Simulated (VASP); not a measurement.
# Si (I4/mmm) in VASP: a series of runs

Runs on Si. Level: PBEsol. Tasks: single point.

All numbers are computed with VASP 6.6.1; they aren't measurements. Logs are shortened: lines on timing, memory, paths and dates and some standing lists are left out, and cuts for length are marked.

### 1 The cell of the first run

It takes space group I4/mmm (No. 139, tetragonal). The conventional cell has a = 6.612 Å, b = 6.612 Å, c = 3.668 Å, α = 90.00°, β = 90.00°, γ = 90.00°. Within 3.0 Å of Si (site symmetry m2m) lie 4 Si at 2.27 to 2.36 Å.

### 2 Single point, PBEsol (20.05 Å³/atom)

INCAR

```
SYSTEM = Si
PREC     = Accurate       ! precision mode
ENCUT    = 520            ! plane-wave cutoff, eV
EDIFF    = 1E-7           ! SCF threshold, eV
ISMEAR   = 0              ! smearing method
SIGMA    = 0.03           ! smearing width, eV
LREAL    = .FALSE.        ! projectors in reciprocal space
LASPH    = .TRUE.         ! aspherical terms in the spheres
NELM     = 80             ! most SCF steps
ALGO     = Normal         ! electronic algorithm
ISIF     = 2              ! what is computed and relaxed
LWAVE    = .FALSE.        ! write WAVECAR
LCHARG   = .TRUE.         ! write CHGCAR
GGA      = PS             ! functional
LELF     = .TRUE.         ! ELF
LVHAR    = .TRUE.       
NBANDS   = 16             ! bands
```

KPOINTS

```
Automatic mesh
0
G
  12 12 12
  0 0 0
```

POSCAR

```
Si
1.0
   -3.3060111401      3.3060111401      1.8341749805
    3.3060111401     -3.3060111401      1.8341749805
    3.3060111401      3.3060111401     -1.8341749805
Si
4
Direct
    0.1787304307      0.1787304307      0.3574608614
    0.8212695693      0.8212695693      0.6425391386
    0.1787304307      0.8212695693      0.0000000000
    0.8212695693      0.1787304307      0.0000000000
```

Potentials or basis: VASP PAW PBE potentials, release 64 (Si).

On the command line:

```console
$ cat potpaw_PBE.64/Si/POTCAR > POTCAR
$ mpirun -np 1 vasp_std > vasp.out
```

OUTCAR:

```text
SYSTEM = Si
   PREC = Accurate
   ENCUT = 520
   EDIFF = 1E-7
   ISMEAR = 0
   LREAL = .FALSE.
   LASPH = .TRUE.
   NELM = 80
   ISIF = 2
   GGA = PS

 ion  position               nearest neighbor table
   1  0.179  0.179  0.357-   2 2.27   2 2.27   3 2.36   4 2.36
   2  0.821  0.821  0.643-   1 2.27   1 2.27   4 2.36   3 2.36
   3  0.179  0.821  0.000-   4 2.27   4 2.27   2 2.36   1 2.36
   4  0.821  0.179  0.000-   3 2.27   3 2.27   2 2.36   1 2.36

  LATTYP: Found a body centered tetragonal cell.
 ALAT       =     6.6120222802
 C/A-ratio  =     0.5548000000

  Lattice vectors:

 A1 = (  -3.3060111401,   3.3060111401,   1.8341749805)
 A2 = (   3.3060111401,  -3.3060111401,   1.8341749805)
 A3 = (   3.3060111401,   3.3060111401,  -1.8341749805)

Analysis of symmetry for initial positions (statically):
=====================================================================
 Subroutine PRICEL returns:
 Original cell was already a primitive cell.

 Routine SETGRP: Setting up the symmetry group for a
 body centered tetragonal supercell.

 Subroutine GETGRP returns: Found 16 space group operations
 (whereof 16 operations were pure point group operations)
 out of a pool of 16 trial point group operations.

The static configuration has the point symmetry D_4h.

Analysis of symmetry for dynamics (positions and initial velocities):
=====================================================================
 Subroutine PRICEL returns:
 Original cell was already a primitive cell.

 Routine SETGRP: Setting up the symmetry group for a
 body centered tetragonal supercell.

 Subroutine GETGRP returns: Found 16 space group operations
 (whereof 16 operations were pure point group operations)
 out of a pool of 16 trial point group operations.

The dynamic configuration has the point symmetry D_4h.

 Subroutine INISYM returns: Found 16 space group operations
 (whereof 16 operations are pure point group operations),
 and found     1 'primitive' translations

----------------------------------------------------------------------------------------

                                     Primitive cell

  volume of cell :      80.1880

  direct lattice vectors                    reciprocal lattice vectors
    -3.306011140  3.306011140  1.834174981     0.000000000  0.151239660  0.272602126
     3.306011140 -3.306011140  1.834174981     0.151239660  0.000000000  0.272602126
     3.306011140  3.306011140 -1.834174981     0.151239660  0.151239660  0.000000000

  length of vectors
[... 91 lines left out ...]
   NFREE  =      0    steps in history (QN), initial steepest desc. (CG)
   ISIF   =      2    stress and relaxation
   ISYM   =      2    0-nonsym 1-usesym 2-fastsym
   POTIM  = 0.5000    time-step for ionic-motion
   TEBEG  =    0.0;   TEEND  =   0.0 temperature during run
   PSTRESS=    0.0 pullay stress
   NELECT =      16.0000    total number of electrons
   NUPDOWN=      -1.0000    fix difference up-down
   EMIN   =  10.00;   EMAX   =-10.00  energy-range for DOS
   EFERMI =   0.00;   METHOD = LEGACY
   ISMEAR =     0;   SIGMA  =   0.03  broadening in eV -4-tet -1-fermi 0-gaus
   EFERMI_NEDOS =   21; number of points for ismear=-14 and -15
   IALGO  =     38    algorithm
   IMIX   =      4    mixing-type and parameters
     AMIX     =   0.40;   BMIX     =  1.00
     AMIX_MAG =   1.60;   BMIX_MAG =  1.00
  volume/ion in A,a.u.               =      20.05       135.28
  Fermi-wavevector in a.u.,A,eV,Ry     =   0.956632  1.807773 12.451308  0.915145
  Thomas-Fermi vector in A             =   2.085578
   LORBIT       =      0    0 simple, 1 ext, 2 COOP (PROOUT), +10 PAW based schemes
   GGA     = PS    functional components
   LHFCALC =     F    Hartree Fock is set to
   AEXX    =    0.0000 exact exchange contribution
   IVDW    =     0    specifies the selected vdW correction
   LEPSILON=     F    determine dielectric tensor
   LRPA    =     F    only Hartree local field effects (RPA)
 non-spin polarized calculation
 Gauss-broadening in eV      SIGMA  =   0.03
  energy-cutoff  :      520.00
  volume of cell :       80.19
 maximum number of plane-waves:      2183
 NGX is ok and might be reduce to    40
   NGX = 19   NGY = 19   NGZ = 19

 number of electron      16.0000000 magnetization

 Free energy of the ion-electron system (eV)
  ---------------------------------------------------
  ext. energy  EPLUGINS =         0.00000000
  ---------------------------------------------------
  free energy    TOTEN  =       -22.41211482 eV

  energy without entropy =      -22.41208510  energy(sigma->0) =      -22.41209996

 E-fermi :   5.9378     XC(G=0):  -9.4571

 val. band max:        5.9191023076   @ k =   0.5000   0.5000   0.5000
 cond. band min:       5.9547997175   @ k =  -0.1667  -0.1667   0.1667
 fundamental gap:      0.0356974099
 Fermi energy:         5.9377510944

 k-point     1 :       0.0000    0.0000    0.0000
  band No.  band energies     occupation
      1      -6.4912      2.00000
      2      -2.2807      2.00000
      3       0.2138      2.00000
      4       0.2138      2.00000
      5       1.9571      2.00000
      6       4.6647      2.00000
[... 433 lines left out ...]
      3      -0.8442      2.00000
      4       1.1561      2.00000
      5       1.8491      2.00000
      6       2.9404      2.00000
[... 8 lines left out ...]
     15      11.7992      0.00000
     16      12.6776      0.00000

 [... further k-points ...]

------------------------ aborting loop because EDIFF is reached ----------------------------------------

  FORCE on cell =-STRESS in cart. coord.  units (eV):
  Direction    XX          YY          ZZ          XY          YZ          ZX
  --------------------------------------------------------------------------------------
  -------------------------------------------------------------------------------------
  Total        1.4603385      1.4603385      5.7507752      0.0000000     -0.0000000      0.0000000
  in kB       29.1779474     29.1779474    114.9020011      0.0000000     -0.0000000      0.0000000
  external PRESSURE =      57.7526320 kB  Pullay stress =       0.0000000 kB

 VOLUME and BASIS-vectors are now :
 -----------------------------------------------------------------------------
  energy-cutoff  :      520.00
  volume of cell :       80.19
      direct lattice vectors                 reciprocal lattice vectors
    -3.306011140  3.306011140  1.834174981     0.000000000  0.151239660  0.272602126
     3.306011140 -3.306011140  1.834174981     0.151239660  0.000000000  0.272602126
     3.306011140  3.306011140 -1.834174981     0.151239660  0.151239660  0.000000000

 POSITION                                       TOTAL-FORCE (eV/Angst)
 -----------------------------------------------------------------------------------
      1.18177      1.18177      0.00000        -0.334354     -0.334354     -0.000000
      2.12424      2.12424      1.83417         0.334354      0.334354      0.000000
      2.12424     -2.12424      1.83417         0.334354     -0.334354     -0.000000
     -2.12424      2.12424      1.83417        -0.334354      0.334354     -0.000000
 -----------------------------------------------------------------------------------
    total drift:                               -0.000000     -0.000000      0.000000

  FREE ENERGIE OF THE ION-ELECTRON SYSTEM (eV)
  ---------------------------------------------------
  free  energy   TOTEN  =       -22.4121148200 eV

  energy  without entropy=      -22.4120851008  energy(sigma->0) =      -22.41209996
```

OSZICAR:

```text
N       E                     dE             d eps       ncg     rms          rms(c)
DAV:   1     0.237440412962E+02    0.23744E+02   -0.59454E+03  5216   0.819E+02
DAV:   2    -0.212422450858E+02   -0.44986E+02   -0.40663E+02  7152   0.118E+02
DAV:   3    -0.229809453873E+02   -0.17387E+01   -0.17213E+01  7112   0.220E+01
DAV:   4    -0.230014887665E+02   -0.20543E-01   -0.20540E-01  6632   0.307E+00
DAV:   5    -0.230018781903E+02   -0.38942E-03   -0.38941E-03  7160   0.400E-01    0.750E+00
DAV:   6    -0.225860448999E+02    0.41583E+00   -0.17919E-01  5936   0.199E+00    0.449E+00
DAV:   7    -0.224096458211E+02    0.17640E+00   -0.31557E-01  6368   0.270E+00    0.368E-01
DAV:   8    -0.224116795032E+02   -0.20337E-02   -0.26354E-02  6400   0.852E-01    0.138E-01
DAV:   9    -0.224120003182E+02   -0.32081E-03   -0.88530E-04  7072   0.173E-01    0.902E-02
DAV:  10    -0.224121071380E+02   -0.10682E-03   -0.16748E-04  6376   0.646E-02    0.224E-02
DAV:  11    -0.224121139301E+02   -0.67921E-05   -0.23346E-05  7080   0.275E-02    0.484E-03
DAV:  12    -0.224121148826E+02   -0.95243E-06   -0.22264E-06  6640   0.780E-03    0.183E-03
DAV:  13    -0.224121148200E+02    0.62528E-07   -0.35200E-07  6824   0.310E-03
   1 F= -.22412115E+02 E0= -.22412100E+02  d E =-.297193E-04
```

It took 3.5 min on 1 thread of Intel Xeon Platinum 8488C (Sapphire Rapids), shared host; peak memory 0.32 GiB.

What came out:

* Free energy: -22.4121 eV
* Pressure: 5.8 GPa
* Largest force: 0.473 eV/Å
* Band gap on the k mesh: 0.04 eV (least direct gap 0.74 eV)

Forces in eV/Å, atoms in the order of the input:
```
Si  -0.334 -0.334  0.000
Si   0.334  0.334  0.000
Si   0.334 -0.334  0.000
Si  -0.334  0.334  0.000
```

Caveat: the stress differs along the axes, from 3 to 11 GPa; the PAW data sets were made with another functional, which shifts forces and pressure a little.

### 3 Single point, PBEsol (20.61 Å³/atom)

This run uses another cell than the first one, of 20.61 Å³/atom.

INCAR

```
  PREC = Accurate
  ENCUT = 520
  EDIFF = 1E-6
  ISMEAR = 0
  SIGMA = 0.03
  LREAL = False
  LASPH = True
  NELM = 60
  ALGO = Normal
  ISIF = 2
  LWAVE = False
  LCHARG = True
  GGA = PS
  LELF = True
  LVHAR = True
  NBANDS = 16
```

KPOINTS

```
Automatic mesh
0
Gamma
  12 12 12
```

POSCAR

```
Si
1.0
   -3.3367824588      3.3367824588      1.8512469082
    3.3367824588     -3.3367824588      1.8512469082
    3.3367824588      3.3367824588     -1.8512469082
Si
4
Direct
    0.1787304307      0.1787304307      0.3574608614
    0.8212695693      0.8212695693      0.6425391386
    0.1787304307      0.8212695693      0.0000000000
    0.8212695693      0.1787304307      0.0000000000
```

Potentials or basis: VASP PAW PBE potentials, release 64 (Si).

On the command line:

```console
$ cat potpaw_PBE.64/Si/POTCAR > POTCAR
$ mpirun -np 1 vasp_std > vasp.out
```

It took 3.5 min on 1 thread of Intel Xeon Platinum 8488C (Sapphire Rapids), shared host; peak memory 0.32 GiB.

It converged, with:

```yaml
Free_energy: -22.4728 eV
Pressure: 2.9 GPa
Largest_force: 0.457 eV/Å
Band_gap_on_the_k_mesh: 0.11 eV (least direct gap 0.77 eV)
```

Forces in eV/Å, atoms in the order of the input:
```
Si  -0.323 -0.323  0.000
Si   0.323  0.323  0.000
Si   0.323 -0.323  0.000
Si  -0.323  0.323  0.000
```

Stress tensor (GPa, compression positive):
```
0.27 0.00 0.00
0.00 0.27 0.00
0.00 0.00 8.14
```

Levels at points of the mesh, in eV from the valence-band top:
```tsv
k point	band 4	band 5	band 6	band 7	band 8	band 9	band 10	band 11	band 12	band 13
(0.00, 0.00, 0.00)	-5.62	-3.84	-1.23	-1.23	-0.45	1.47	1.47	1.78	2.56	2.56
(0.50, 0.00, 0.00)	-6.27	-4.45	-3.56	-2.34	-1.52	0.73	2.24	2.89	3.42	4.11
(0.50, 0.50, 0.00)	-4.94	-2.96	-2.10	-1.71	-1.35	1.90	1.99	2.23	3.86	4.57
(0.50, 0.50, 0.50)	-5.17	-2.62	-0.03	0.00	0.00	0.77	3.17	3.42	4.13	4.81
```

Caveat: the stress differs along the axes, from 0 to 8 GPa; the PAW data sets were made with another functional, which shifts forces and pressure a little.

### 4 Single point, PBEsol (20.61 Å³/atom)

This run uses another cell than the first one, of 20.61 Å³/atom.

INCAR

```
PREC = Accurate
ENCUT = 520
EDIFF = 1E-6
ISMEAR = 0
SIGMA = 0.03
LREAL = False
LASPH = True
NELM = 100
ALGO = Normal
ISIF = 2
LWAVE = False
LCHARG = False
GGA = PS
NBANDS = 16
```

KPOINTS

```
regular mesh
0
Gamma
  12 12 12
```

POSCAR

```
Si
1.0
   -3.2924094013      3.2924094013      1.9014830899
    3.2924094013     -3.2924094013      1.9014830899
    3.2924094013      3.2924094013     -1.9014830899
Si
4
Direct
    0.1787304307      0.1787304307      0.3574608614
    0.8212695693      0.8212695693      0.6425391386
    0.1787304307      0.8212695693      0.0000000000
    0.8212695693      0.1787304307      0.0000000000
```

On the command line:

```console
$ cat potpaw_PBE.64/Si/POTCAR > POTCAR
$ mpirun -np 1 vasp_std > vasp.out
```

Run time: 2.9 min. Hardware: 1 thread of Intel Xeon Platinum 8488C (Sapphire Rapids), shared host; peak memory 0.32 GiB.

It converged, with:

* Free energy: -22.5277 eV
* Pressure: 2.6 GPa
* Largest force: 0.044 eV/Å
* Band gap on the k mesh: 0.05 eV (least direct gap 0.26 eV)

Forces on the atoms (eV/Å):
```
Si   0.031  0.031  0.000
Si  -0.031 -0.031  0.000
Si  -0.031  0.031  0.000
Si   0.031 -0.031  0.000
```

Stress tensor (GPa, compression positive):
```
2.56 0.00 0.00
0.00 2.56 0.00
0.00 0.00 2.67
```

Levels at points of the mesh, in eV from the valence-band top:
```
           k point  band 6  band 7  band 8  band 9  band 10  band 11
(0.00, 0.00, 0.00)   -1.53   -1.53   -0.60    1.33     1.60     1.60
(0.50, 0.00, 0.00)   -3.65   -2.49   -1.47    0.70     2.34     2.91
(0.50, 0.50, 0.00)   -2.07   -1.99   -1.67    1.56     1.84     1.89
(0.50, 0.50, 0.50)   -0.21    0.00    0.00    0.26     3.50     3.55
```

Caveat: the PAW data sets were made with another functional, which shifts forces and pressure a little.

### 5 Summary

| cell | gap on the mesh (eV) | pressure (GPa) | largest force (eV/Å) |
| --- | --- | --- | --- |
| a = 5.022 Å, angles 97.7, 97.7, 137.2°, 4 atoms | 0.04 | 5.8 | 0.47 |
| a = 5.069 Å, angles 97.7, 97.7, 137.2°, 4 atoms | 0.11 | 2.9 | 0.46 |
| a = 5.029 Å, angles 98.2, 98.2, 135.6°, 4 atoms | 0.05 | 2.6 | 0.04 |

Alike in all rows: task single point; level PBEsol; potentials or basis VASP PAW PBE potentials, release 64 (Si); no spin polarisation; k mesh 12 × 12 × 12; cutoff (eV) 520; smearing gaussian 0.03 eV.

Caveats: the PAW data sets were made with another functional, which shifts forces and pressure a little; the stress differs along the axes, from 3 to 11 GPa (at least some runs); the stress differs along the axes, from 0 to 8 GPa (at least some runs).

Total energies depend on the potentials used, so only differences within one code and one set of settings carry meaning.
